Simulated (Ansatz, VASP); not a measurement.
# One calculation of In3As, two programs

Contents of POSCAR:

```
In3As
1.0
    4.4767970219      0.0000000000      0.0000000000
    0.0000000000      4.4767970219      0.0000000000
    0.0000000000      0.0000000000      4.4767970219
In As
3 1
Direct
    0.0000000000      0.5000000000      0.5000000000
    0.5000000000      0.0000000000      0.5000000000
    0.5000000000      0.5000000000      0.0000000000
    0.0000000000      0.0000000000      0.0000000000
```

INCAR.step1

```
SYSTEM = In3As
  PREC = Accurate
  ENCUT = 520
  ISMEAR = -1
  SIGMA = 0.1
  LREAL = .FALSE.
  LASPH = .TRUE.
  NELM = 80
  NBANDS = 30
  GGA = PE
  ALGO = Normal
  EDIFF = 1E-4
  LWAVE = .TRUE.
  LCHARG = .FALSE.
```

File INCAR.step2:

```
SYSTEM = In3As
  PREC = Accurate
  ENCUT = 520
  EDIFF = 1E-6
  ISMEAR = -1
  SIGMA = 0.1
  LREAL = .FALSE.
  LASPH = .TRUE.
  NELM = 80
  ALGO = Normal
  ISIF = 2
  LWAVE = .FALSE.
  LCHARG = .TRUE.
  METAGGA = R2SCAN
  LMIXTAU = .TRUE.
  LELF = .TRUE.
  LVHAR = .TRUE.
  NBANDS = 30
  ISTART = 1
```

KPOINTS

```
regular mesh
0
G
  4 4 4
  0 0 0
```

Input for Ansatz:

```yaml
crystal:
  lattice:
    - [4.476797021852585, 0.0, 0.0]
    - [0.0, 4.476797021852585, 0.0]
    - [0.0, 0.0, 4.476797021852585]
  atoms:
    - { symbol: In, position: [0.0, 0.5, 0.5] }
    - { symbol: In, position: [0.5, 0.0, 0.5] }
    - { symbol: In, position: [0.5, 0.5, 0.0] }
    - { symbol: As, position: [0.0, 0.0, 0.0] }
basis:
  ecutwfc: 600.0
kpoints:
  mp_grid:
    grid: [4, 4, 4]
hamiltonian:
  xc: r2scan
scf:
  max_iter: 200
  occupations:
    method: fermi_dirac
    width: 0.1
output:
  stress: true
```

Alike in both runs: task single point; functional r2SCAN; k mesh 4 × 4 × 4; occupations fermi-dirac, width 0.1 eV; no spin polarisation.

|  | VASP | Ansatz |
| --- | --- | --- |
| version | VASP 6.6.1 | Ansatz 0.2.0 |
| potentials or method | VASP PAW PBE potentials, release 64 (In_d, As), cutoff 520 eV | plane waves, PAW |
| valence electrons in the cell | 44 | 54 |

```tsv
	VASP	Ansatz	Ansatz less VASP
pressure (GPa)	5.6	5.5	-0.05
```

VASP's potentials were made for PBE, not for r2SCAN. VASP's potentials hold 44 valence electrons a cell and Ansatz's 54, so a difference there can come from the potentials and not from the codes.
